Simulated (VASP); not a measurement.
# TiCo (Pm-3m) in VASP: notebook, part 2 of 2

VASP 6.6.1. The steps go on from the part before.

## 3. Single point, PBE+D3(BJ), collinear spin, ferromagnetic start

Contents of INCAR:

```
ALGO = Normal
EDIFF = 1E-6
ENCUT = 520
GGA = PE
ISIF = 2
ISMEAR = -1
ISPIN = 2
IVDW = 12
LASPH = T
LCHARG = F
LMAXMIX = 4
LORBIT = 11
LREAL = F
LWAVE = F
MAGMOM = 0.2 0.2
NBANDS = 22
NELM = 150
PREC = Accurate
SIGMA = 0.03
```

Contents of KPOINTS:

```
k-points
0
Gamma
  13 13 13
```

Contents of POSCAR:

```
TiCo
1.0
    2.9861109900      0.0000000000      0.0000000000
    0.0000000000      2.9861109900      0.0000000000
    0.0000000000      0.0000000000      2.9861109900
Ti Co
1 1
Direct
    0.0000000000      0.0000000000      0.0000000000
    0.5000000000      0.5000000000      0.5000000000
```

Potentials or basis: VASP PAW PBE potentials, release 64 (Ti_sv, Co).

Command:

```bash
cat potpaw_PBE.64/Ti_sv/POTCAR potpaw_PBE.64/Co/POTCAR > POTCAR
mpirun -np 1 vasp_std > vasp.out
```

OUTCAR:

```text
EDIFF = 1E-6
   ENCUT = 520
   GGA = PE
   ISIF = 2
   ISMEAR = -1
   ISPIN = 2
   IVDW = 12
   LASPH = T
   LORBIT = 11
   LREAL = F
   NELM = 150
   PREC = Accurate
 IVDW          = 12

 ion  position               nearest neighbor table
   1  0.000  0.000  0.000-   2 2.59   2 2.59   2 2.59   2 2.59   2 2.59   2 2.59   2 2.59   2 2.59

   2  0.500  0.500  0.500-   1 2.59   1 2.59   1 2.59   1 2.59   1 2.59   1 2.59   1 2.59   1 2.59

  LATTYP: Found a simple cubic cell.
 ALAT       =     2.9861109900

  Lattice vectors:

 A1 = (   2.9861109900,   0.0000000000,   0.0000000000)
 A2 = (   0.0000000000,   2.9861109900,   0.0000000000)
 A3 = (   0.0000000000,   0.0000000000,   2.9861109900)

Analysis of symmetry for initial positions (statically):
=====================================================================
 Subroutine PRICEL returns:
 Original cell was already a primitive cell.

 Routine SETGRP: Setting up the symmetry group for a
 simple cubic supercell.

 Subroutine GETGRP returns: Found 48 space group operations
 (whereof 48 operations were pure point group operations)
 out of a pool of 48 trial point group operations.

The static configuration has the point symmetry O_h .

Analysis of symmetry for dynamics (positions and initial velocities):
=====================================================================
 Subroutine PRICEL returns:
 Original cell was already a primitive cell.

 Routine SETGRP: Setting up the symmetry group for a
 simple cubic supercell.

 Subroutine GETGRP returns: Found 48 space group operations
 (whereof 48 operations were pure point group operations)
 out of a pool of 48 trial point group operations.

The dynamic configuration has the point symmetry O_h .

Analysis of structural, dynamic, and magnetic symmetry:
=====================================================================
 Subroutine PRICEL returns:
 Original cell was already a primitive cell.

 Routine SETGRP: Setting up the symmetry group for a
 simple cubic supercell.

 Subroutine GETGRP returns: Found 48 space group operations
 (whereof 48 operations were pure point group operations)
 out of a pool of 48 trial point group operations.

The overall configuration has the point symmetry O_h .

 Subroutine INISYM returns: Found 48 space group operations
 (whereof 48 operations are pure point group operations),
 and found     1 'primitive' translations

----------------------------------------------------------------------------------------

                                     Primitive cell

  volume of cell :      26.6267

  direct lattice vectors                    reciprocal lattice vectors
     2.986110990  0.000000000  0.000000000     0.334883735  0.000000000  0.000000000
     0.000000000  2.986110990  0.000000000     0.000000000  0.334883735  0.000000000
     0.000000000  0.000000000  2.986110990     0.000000000  0.000000000  0.334883735

  length of vectors
     2.986110990  2.986110990  2.986110990     0.334883735  0.334883735  0.334883735

  position of ions in fractional coordinates (direct lattice)
     0.000000000  0.000000000  0.000000000
     0.500000000  0.500000000  0.500000000

  ion indices of the primitive-cell ions
   primitive index   ion index
                 1           1
[... 66 lines left out ...]
   ICHARG =      2    charge: 1-file 2-atom 10-const
   ISPIN  =      2    spin polarized calculation?
   LNONCOLLINEAR =      F non collinear calculations
   LSORBIT =      F    spin-orbit coupling
   LASPH  =      T    aspherical Exc in radial PAW
   ENCUT  =  520.0 eV  38.22 Ry    6.18 a.u.   5.55  5.55  5.55*2*pi/ulx,y,z
   NELM   =    150;   NELMIN=  2; NELMDL= -5     # of ELM steps
   EDIFF  = 0.1E-05   stopping-criterion for ELM
   LREAL  =      F    real-space projection
   EDIFFG = 0.1E-04   stopping-criterion for IOM
   NSW    =      0    number of steps for IOM
   IBRION =     -1    ionic relax: 0-MD 1-quasi-New 2-CG
   NFREE  =      0    steps in history (QN), initial steepest desc. (CG)
   ISIF   =      2    stress and relaxation
   ISYM   =      2    0-nonsym 1-usesym 2-fastsym
   POTIM  = 0.5000    time-step for ionic-motion
   TEBEG  =    0.0;   TEEND  =   0.0 temperature during run
   PSTRESS=    0.0 pullay stress
   NELECT =      21.0000    total number of electrons
   NUPDOWN=      -1.0000    fix difference up-down
   EMIN   =  10.00;   EMAX   =-10.00  energy-range for DOS
   EFERMI =   0.00;   METHOD = LEGACY
   ISMEAR =    -1;   SIGMA  =   0.03  broadening in eV -4-tet -1-fermi 0-gaus
   EFERMI_NEDOS =   21; number of points for ismear=-14 and -15
   IALGO  =     38    algorithm
   IMIX   =      4    mixing-type and parameters
     AMIX     =   0.40;   BMIX     =  1.00
     AMIX_MAG =   1.60;   BMIX_MAG =  1.00
  volume/ion in A,a.u.               =      13.31        89.84
  Fermi-wavevector in a.u.,A,eV,Ry     =   1.512546  2.858298 31.127355  2.287796
  Thomas-Fermi vector in A             =   2.622456
   LORBIT       =     11    0 simple, 1 ext, 2 COOP (PROOUT), +10 PAW based schemes
   GGA     = PE    functional components
   LHFCALC =     F    Hartree Fock is set to
   AEXX    =    0.0000 exact exchange contribution
   IVDW    =    12    specifies the selected vdW correction
   LEPSILON=     F    determine dielectric tensor
   LRPA    =     F    only Hartree local field effects (RPA)
 spin polarized calculation
  energy-cutoff  :      520.00
  volume of cell :       26.63
 maximum number of plane-waves:       739
 NGX is ok and might be reduce to    24
   NGX = 11   NGY = 11   NGZ = 11

 number of electron      20.9999983 magnetization      -0.0003483

 number of electron      20.9999983 magnetization       0.0006240

 Free energy of the ion-electron system (eV)
  ---------------------------------------------------
  ext. energy  EPLUGINS =         0.00000000
  ---------------------------------------------------
  free energy    TOTEN  =       -15.63901735 eV

  energy without entropy =      -15.63116705  energy(sigma->0) =      -15.63509220

 E-fermi :   9.8935     XC(G=0): -12.5725

 val. band max:        9.8913699417   @ k =   0.4615   0.1538   0.0769
 cond. band min:       9.8974845602   @ k =   0.3846   0.1538   0.0000
 fundamental gap:      0.0061146185
 Fermi energy:         9.8934679126

 spin component 1

 k-point     1 :       0.0000    0.0000    0.0000
  band No.  band energies     occupation
      1     -47.3175      1.00000
      2     -23.4078      1.00000
      3     -23.4078      1.00000
      4     -23.4078      1.00000
      5       2.2463      1.00000
      6       6.1721      1.00000
[... 589 lines left out ...]
     21      26.9269      0.00000
     22      29.6139      0.00000

 [... further k-points ...]

 spin component 2

 k-point     1 :       0.0000    0.0000    0.0000
  band No.  band energies     occupation
      1     -47.3180      1.00000
      2     -23.4082      1.00000
      3     -23.4082      1.00000
      4     -23.4082      1.00000
      5       2.2461      1.00000
      6       6.1728      1.00000
[... 589 lines left out ...]
     21      26.9265      0.00000
     22      29.6138      0.00000

 [... further k-points ...]

------------------------ aborting loop because EDIFF is reached ----------------------------------------

 Edisp (eV)   -1.07621

 E8    (eV) :    -0.4958

  FORCE on cell =-STRESS in cart. coord.  units (eV):
  Direction    XX          YY          ZZ          XY          YZ          ZX
  --------------------------------------------------------------------------------------
  -------------------------------------------------------------------------------------
  Total      -1.61268    -1.61268    -1.61268    -0.00000    -0.00000    -0.00000
  in kB     -97.03769   -97.03769   -97.03769    -0.00000    -0.00000    -0.00000
  external pressure =      -97.04 kB  Pullay stress =        0.00 kB

 VOLUME and BASIS-vectors are now :
 -----------------------------------------------------------------------------
  energy-cutoff  :      520.00
  volume of cell :       26.63
      direct lattice vectors                 reciprocal lattice vectors
     2.986110990  0.000000000  0.000000000     0.334883735  0.000000000  0.000000000
     0.000000000  2.986110990  0.000000000     0.000000000  0.334883735  0.000000000
     0.000000000  0.000000000  2.986110990     0.000000000  0.000000000  0.334883735

 POSITION                                       TOTAL-FORCE (eV/Angst)
 -----------------------------------------------------------------------------------
      0.00000      0.00000      0.00000         0.000000      0.000000      0.000000
      1.49306      1.49306      1.49306         0.000000      0.000000      0.000000
 -----------------------------------------------------------------------------------
    total drift:                                0.000000      0.000000     -0.000000

  FREE ENERGIE OF THE ION-ELECTRON SYSTEM (eV)
  ---------------------------------------------------
  free  energy   TOTEN  =       -16.7152270040 eV

  energy  without entropy=      -16.7073767073  energy(sigma->0) =      -16.71130186

 total charge

# of ion       s       p       d       tot
------------------------------------------
    1        2.247   6.177   1.853  10.277
    2        0.521   0.440   7.348   8.309
--------------------------------------------------
tot          2.767   6.617   9.201  18.586

 magnetization (x)

# of ion       s       p       d       tot
------------------------------------------
    1       -0.000  -0.000  -0.000  -0.000
    2        0.000  -0.000   0.001   0.001
--------------------------------------------------
tot          0.000  -0.000   0.001   0.001
```

OSZICAR:

```text
N       E                     dE             d eps       ncg     rms          rms(c)
DAV:   1     0.165808051284E+03    0.16581E+03   -0.95228E+03  7582   0.119E+03
DAV:   2    -0.744981279564E+01   -0.17326E+03   -0.16464E+03  7542   0.303E+02
[... 11 lines left out ...]
DAV:  14    -0.156393219206E+02   -0.45434E-04   -0.89690E-05 10476   0.607E-02    0.821E-02
DAV:  15    -0.156390991982E+02    0.22272E-03   -0.20288E-03  9158   0.319E-01    0.762E-02
DAV:  16    -0.156390710630E+02    0.28135E-04   -0.18154E-04 11162   0.864E-02    0.624E-02
DAV:  17    -0.156390181015E+02    0.52962E-04   -0.85780E-04  9348   0.199E-01    0.299E-02
DAV:  18    -0.156390169132E+02    0.11883E-05   -0.73778E-05 11298   0.522E-02    0.109E-02
DAV:  19    -0.156390173509E+02   -0.43775E-06   -0.23325E-06  6402   0.120E-02
   1 F= -.16715227E+02 E0= -.16711302E+02  d E =-.785030E-02  mag=     0.0000
```

It took 49 s on 1 thread of Intel Xeon Platinum 8488C (Sapphire Rapids), shared host; peak memory 0.21 GiB.

Results:

| Property | Result |
| --- | --- |
| Free energy | -16.7152 eV |
| Pressure | -9.7 GPa |
| Net moment | 0.00 μB per cell |
| Valence electrons inside the program's atomic spheres | Ti 10.28; Co 8.31 |
| Dispersion energy per atom | -0.538 eV |

Levels at points of the mesh, in eV from the Fermi level:
Spin up:
```csv
k point,band 7,band 8,band 9,band 10,band 11,band 12,band 13,band 14
"(0.00, 0.00, 0.00)",-3.72,-1.43,-1.43,-1.43,0.78,0.78,2.70,2.70
```
Spin down:
```tsv
k point	band 7	band 8	band 9	band 10	band 11	band 12	band 13	band 14
(0.00, 0.00, 0.00)	-3.72	-1.43	-1.43	-1.43	0.78	0.78	2.70	2.70
```

Caveat: three body term missing; the cell stands under tension.
